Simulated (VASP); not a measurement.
# AlGaC4N4 (C2/m) in VASP: single point with PBE

Aim: the single point of AlGaC4N4 with PBE.

Program: VASP 6.6.1. These are calculated values, not measurements. Logs are shortened: lines on timing, memory, paths and dates and some standing lists are left out, and cuts for length are marked.

## Step 1: The cell of the first run

It takes space group C2/m (No. 12, monoclinic). Conventional cell: a = 9.006 Å, b = 10.060 Å, c = 4.503 Å, α = 90.00°, β = 112.09°, γ = 90.00°. Within 2.5 Å of Al (site symmetry 2/m) lie 4 C at 1.88 Å. Within 2.6 Å of Ga (site symmetry 2/m) lie 4 N at 1.98 Å. Within 1.6 Å of C (site symmetry 2) lie 1 N at 1.17 Å. Within 1.6 Å of C (site symmetry m) lie 1 N at 1.17 Å. Within 1.6 Å of N (site symmetry 2) lie 1 C at 1.17 Å. N (site symmetry m) has 1 C at 1.17 Å within 1.6 Å.

## Step 2: Single point, PBE

File INCAR:

```
ALGO = Normal
EDIFF = 1E-6
ENCUT = 520
GGA = PE
ISIF = 2
ISMEAR = 0
LASPH = True
LCHARG = False
LREAL = False
LWAVE = False
NBANDS = 37
NELM = 80
PREC = Accurate
SIGMA = 0.1
```

File KPOINTS:

```
k-points
0
Gamma
  4 4 4
```

File POSCAR:

```
AlGaC4N4
1.0
    4.5028974900     -5.0300000000      0.0000000000
    4.5028974900      5.0300000000      0.0000000000
   -1.6934953100      0.0000000000      4.1723086400
Al Ga C N
1 1 4 4
Direct
    0.0000000000      0.0000000000      0.0000000000
    0.5000000000      0.5000000000      0.0000000000
    0.1863817100      0.8136182900      0.0000000000
    0.8136182900      0.1863817100      0.0000000000
    0.1863817100      0.1863817100      0.3727634200
    0.8136182900      0.8136182900      0.6272365800
    0.3026839000      0.6973161000      0.0000000000
    0.6973161000      0.3026839000      0.0000000000
    0.3026839000      0.3026839000      0.6053677900
    0.6973161000      0.6973161000      0.3946322100
```

Potentials or basis: VASP PAW PBE potentials, release 64 (Al, Ga_d, C, N).

The run is started by

```
$ cat potpaw_PBE.64/Al/POTCAR potpaw_PBE.64/Ga_d/POTCAR potpaw_PBE.64/C/POTCAR potpaw_PBE.64/N/POTCAR > POTCAR
$ mpirun -np 1 vasp_std > vasp.out
```

OUTCAR:

```text
EDIFF = 1E-6
   ENCUT = 520
   GGA = PE
   ISIF = 2
   ISMEAR = 0
   LASPH = True
   LREAL = False
   NELM = 80
   PREC = Accurate

 ion  position               nearest neighbor table
   1  0.000  0.000  0.000-   5 1.88   6 1.88   3 1.88   4 1.88
   2  0.500  0.500  0.000-   7 1.98   8 1.98   9 1.98  10 1.98
   3  0.186  0.814  0.000-   7 1.17   1 1.88
   4  0.814  0.186  0.000-   8 1.17   1 1.88
   5  0.186  0.186  0.373-   9 1.17   1 1.88
   6  0.814  0.814  0.627-  10 1.17   1 1.88
   7  0.303  0.697  0.000-   3 1.17   2 1.98
   8  0.697  0.303  0.000-   4 1.17   2 1.98
   9  0.303  0.303  0.605-   5 1.17   2 1.98
  10  0.697  0.697  0.395-   6 1.17   2 1.98

  LATTYP: Found a base centered monoclinic cell.
 ALAT       =     9.0057949800
 B/A-ratio  =     1.1170585187
 C/A-ratio  =     0.4999999993
 COS(beta)  =    -0.3760901322

  Lattice vectors:

 A1 = (   4.5028974900,  -5.0300000000,   0.0000000000)
 A2 = (   4.5028974900,   5.0300000000,   0.0000000000)
 A3 = (  -1.6934953100,   0.0000000000,   4.1723086400)

Analysis of symmetry for initial positions (statically):
=====================================================================
 Subroutine PRICEL returns:
 Original cell was already a primitive cell.

 Routine SETGRP: Setting up the symmetry group for a
 base centered monoclinic supercell.

 Subroutine GETGRP returns: Found  4 space group operations
 (whereof  4 operations were pure point group operations)
 out of a pool of  4 trial point group operations.

The static configuration has the point symmetry C_2h.

Analysis of symmetry for dynamics (positions and initial velocities):
=====================================================================
 Subroutine PRICEL returns:
 Original cell was already a primitive cell.

 Routine SETGRP: Setting up the symmetry group for a
 base centered monoclinic supercell.

 Subroutine GETGRP returns: Found  4 space group operations
 (whereof  4 operations were pure point group operations)
 out of a pool of  4 trial point group operations.

The dynamic configuration has the point symmetry C_2h.

 Subroutine INISYM returns: Found  4 space group operations
 (whereof  4 operations are pure point group operations),
 and found     1 'primitive' translations

----------------------------------------------------------------------------------------

                                     Primitive cell

  volume of cell :     189.0020

  direct lattice vectors                    reciprocal lattice vectors
     4.502897490 -5.030000000  0.000000000     0.111039614 -0.099403579  0.045069788
     4.502897490  5.030000000  0.000000000     0.111039614  0.099403579  0.045069788
    -1.693495310  0.000000000  4.172308640     0.000000000  0.000000000  0.239675462

  length of vectors
     6.751072937  6.751072937  4.502897484     0.155698918  0.155698918  0.239675462

  position of ions in fractional coordinates (direct lattice)
     0.000000000  0.000000000  0.000000000
     0.500000000  0.500000000  0.000000000
     0.186381710  0.813618290  0.000000000
     0.813618290  0.186381710  0.000000000
     0.186381710  0.186381710  0.372763420
     0.813618290  0.813618290  0.627236580
     0.302683900  0.697316100  0.000000000
     0.697316100  0.302683900  0.000000000
     0.302683900  0.302683900  0.605367790
     0.697316100  0.697316100  0.394632210

  ion indices of the primitive-cell ions
   primitive index   ion index
                 1           1
                 2           2
                 3           3
                 4           4
                 5           5
                 6           6
                 7           7
                 8           8
                 9           9
                10          10

----------------------------------------------------------------------------------------

 KPOINTS: k-points

Automatic generation of k-mesh.
 Grid dimensions read from file:
 generate k-points for:    4    4    4

 Generating k-lattice:

  Cartesian coordinates                     Fractional coordinates (reciprocal lattice)
     0.027759904 -0.024850895  0.011267447     0.250000000 -0.000000000 -0.000000000
     0.027759904  0.024850895  0.011267447    -0.000000000  0.250000000 -0.000000000
     0.000000000  0.000000000  0.059918865     0.000000000  0.000000000  0.250000000

  Length of vectors
     0.038924730  0.038924730  0.059918865

  Shift w.r.t. Gamma in fractional coordinates (k-lattice)
     0.000000000  0.000000000  0.000000000

 Subroutine IBZKPT returns following result:
 ===========================================

 Found     24 irreducible k-points:

 Following reciprocal coordinates:
            Coordinates               Weight
  0.000000  0.000000  0.000000      1.000000
  0.250000  0.000000 -0.000000      4.000000
  0.500000  0.000000 -0.000000      2.000000
  0.250000  0.250000 -0.000000      2.000000
  0.500000  0.250000 -0.000000      4.000000
 -0.250000  0.250000  0.000000      2.000000
[... 16 lines left out ...]
 -0.250000  0.250000  0.500000      2.000000
  0.500000  0.500000  0.500000      1.000000
   k-points           NKPTS =     24   k-points in BZ     NKDIM =     24   number of bands    NBANDS=     37
   number of dos      NEDOS =    301   number of ions     NIONS =     10
   total plane-waves  NPLWV =  90000
   dimension x,y,z NGX =    50 NGY =   50 NGZ =   36
   dimension x,y,z NGXF=   100 NGYF=  100 NGZF=   72
   ions per type =               1   1   4   4
   NGX,Y,Z   is equivalent  to a cutoff of  12.31, 12.31, 13.29 a.u.
   NGXF,Y,Z  is equivalent  to a cutoff of  24.63, 24.63, 26.58 a.u.
 SYSTEM =  unknown system
   PREC   = accura    normal or accurate (medium, high low for compatibility)
   ISTART =      0    job   : 0-new  1-cont  2-samecut
   ICHARG =      2    charge: 1-file 2-atom 10-const
   ISPIN  =      1    spin polarized calculation?
   LNONCOLLINEAR =      F non collinear calculations
   LSORBIT =      F    spin-orbit coupling
   LASPH  =      T    aspherical Exc in radial PAW
   ENCUT  =  520.0 eV  38.22 Ry    6.18 a.u.  12.55 12.55  8.37*2*pi/ulx,y,z
   NELM   =     80;   NELMIN=  2; NELMDL= -5     # of ELM steps
   EDIFF  = 0.1E-05   stopping-criterion for ELM
   LREAL  =      F    real-space projection
   EDIFFG = 0.1E-04   stopping-criterion for IOM
   NSW    =      0    number of steps for IOM
   IBRION =     -1    ionic relax: 0-MD 1-quasi-New 2-CG
   NFREE  =      0    steps in history (QN), initial steepest desc. (CG)
   ISIF   =      2    stress and relaxation
   ISYM   =      2    0-nonsym 1-usesym 2-fastsym
   POTIM  = 0.5000    time-step for ionic-motion
   TEBEG  =    0.0;   TEEND  =   0.0 temperature during run
   PSTRESS=    0.0 pullay stress
   NELECT =      52.0000    total number of electrons
   NUPDOWN=      -1.0000    fix difference up-down
   EMIN   =  10.00;   EMAX   =-10.00  energy-range for DOS
   EFERMI =   0.00;   METHOD = LEGACY
   ISMEAR =     0;   SIGMA  =   0.10  broadening in eV -4-tet -1-fermi 0-gaus
   EFERMI_NEDOS =   21; number of points for ismear=-14 and -15
   IALGO  =     38    algorithm
   IMIX   =      4    mixing-type and parameters
     AMIX     =   0.40;   BMIX     =  1.00
     AMIX_MAG =   1.60;   BMIX_MAG =  1.00
  volume/ion in A,a.u.               =      18.90       127.54
  Fermi-wavevector in a.u.,A,eV,Ry     =   1.064765  2.012114 15.425260  1.133725
  Thomas-Fermi vector in A             =   2.200294
   LORBIT       =      0    0 simple, 1 ext, 2 COOP (PROOUT), +10 PAW based schemes
   GGA     = PE    functional components
   LHFCALC =     F    Hartree Fock is set to
   AEXX    =    0.0000 exact exchange contribution
   IVDW    =     0    specifies the selected vdW correction
   LEPSILON=     F    determine dielectric tensor
   LRPA    =     F    only Hartree local field effects (RPA)
 non-spin polarized calculation
 Gauss-broadening in eV      SIGMA  =   0.10
  energy-cutoff  :      520.00
  volume of cell :      189.00
 maximum number of plane-waves:      5139
   NGX = 25   NGY = 25   NGZ = 17

 number of electron      52.0000008 magnetization

 Free energy of the ion-electron system (eV)
  ---------------------------------------------------
  ext. energy  EPLUGINS =         0.00000000
  ---------------------------------------------------
  free energy    TOTEN  =       -71.21020866 eV

  energy without entropy =      -71.19999070  energy(sigma->0) =      -71.20509968

 E-fermi :   1.5571     XC(G=0):  -7.4380

 val. band max:        1.5336874485   @ k =   0.2500   0.2500   0.2500
 cond. band min:       1.6136556237   @ k =  -0.2500   0.2500   0.2500
 fundamental gap:      0.0799681752
 Fermi energy:         1.5571278453

 k-point     1 :       0.0000    0.0000    0.0000
  band No.  band energies     occupation
      1     -18.3246      2.00000
      2     -18.0660      2.00000
      3     -18.0082      2.00000
      4     -17.9902      2.00000
      5     -15.5704      2.00000
      6     -15.4291      2.00000
[... 29 lines left out ...]
     36       5.9677      0.00000
     37       6.7738      0.00000

 k-point     2 :       0.2500    0.0000   -0.0000
  band No.  band energies     occupation
      1     -18.2998      2.00000
      2     -18.0816      2.00000
      3     -18.0235      2.00000
      4     -17.9870      2.00000
      5     -15.5679      2.00000
      6     -15.4301      2.00000
[... 29 lines left out ...]
     36       6.0386      0.00000
     37       6.3839      0.00000
[... 838 lines left out ...]
     36       6.0170      0.00000
     37       7.2493      0.00000

 k-point    24 :       0.5000    0.5000    0.5000
  band No.  band energies     occupation
      1     -18.2825      2.00000
      2     -18.0664      2.00000
      3     -18.0079      2.00000
      4     -17.9906      2.00000
      5     -15.5627      2.00000
      6     -15.4260      2.00000
[... 29 lines left out ...]
     36       6.7739      0.00000
     37       7.3140      0.00000

------------------------ aborting loop because EDIFF is reached ----------------------------------------

  FORCE on cell =-STRESS in cart. coord.  units (eV):
  Direction    XX          YY          ZZ          XY          YZ          ZX
  --------------------------------------------------------------------------------------
  -------------------------------------------------------------------------------------
  Total        2.2782590      6.3974851      4.9271889      0.0000000      0.0000000      3.1089480
  in kB       19.3128874     54.2317226     41.7679664      0.0000000      0.0000000     26.3546695
  external PRESSURE =      38.4375255 kB  Pullay stress =       0.0000000 kB

 VOLUME and BASIS-vectors are now :
 -----------------------------------------------------------------------------
  energy-cutoff  :      520.00
  volume of cell :      189.00
      direct lattice vectors                 reciprocal lattice vectors
     4.502897490 -5.030000000  0.000000000     0.111039614 -0.099403579  0.045069788
     4.502897490  5.030000000  0.000000000     0.111039614  0.099403579  0.045069788
    -1.693495310  0.000000000  4.172308640     0.000000000  0.000000000  0.239675462

 POSITION                                       TOTAL-FORCE (eV/Angst)
 -----------------------------------------------------------------------------------
      0.00000      0.00000      0.00000         0.000000     -0.000000      0.000000
      4.50290      0.00000      0.00000         0.000000      0.000000      0.000000
      4.50290      3.15500      0.00000         0.000000     -0.642730      0.000000
      4.50290     -3.15500      0.00000         0.000000      0.642730      0.000000
      1.04724      0.00000      1.55528         0.227298      0.000000      0.224595
      6.26506      0.00000      2.61702        -0.227298      0.000000     -0.224595
      4.50290      1.98500      0.00000         0.000000     -2.150912      0.000000
      4.50290     -1.98500      0.00000         0.000000      2.150912      0.000000
      1.70072      0.00000      2.52578         1.551072      0.000000      2.039456
      5.61158      0.00000      1.64653        -1.551072      0.000000     -2.039456
 -----------------------------------------------------------------------------------
    total drift:                               -0.000000     -0.000000      0.000000

  FREE ENERGIE OF THE ION-ELECTRON SYSTEM (eV)
  ---------------------------------------------------
  free  energy   TOTEN  =       -71.2102086573 eV

  energy  without entropy=      -71.1999906962  energy(sigma->0) =      -71.20509968
```

Wall time 4.1 min (1 thread of Intel Xeon 8259CL, shared host); peak memory 0.38 GiB.

Results:

```
Free energy            : -71.2102 eV
Pressure               : 3.8 GPa
Largest force          : 2.562 eV/Å
Band gap on the k mesh : zero (bands 26 and 27 overlap by 0.21 eV)
```

Forces in eV/Å, atoms in the order of the input:
```
Al   0.000  0.000  0.000
Ga   0.000  0.000  0.000
C    0.000 -0.643  0.000
C    0.000  0.643  0.000
C    0.227  0.000  0.225
C   -0.227  0.000 -0.225
N    0.000 -2.151  0.000
N    0.000  2.151  0.000
N    1.551  0.000  2.039
N   -1.551  0.000 -2.039
```

Caveat: the k points lie up to 0.38 Å⁻¹ apart; forces of over 1 eV/Å act on the atoms, so gaps and moduli don't describe the material at rest.
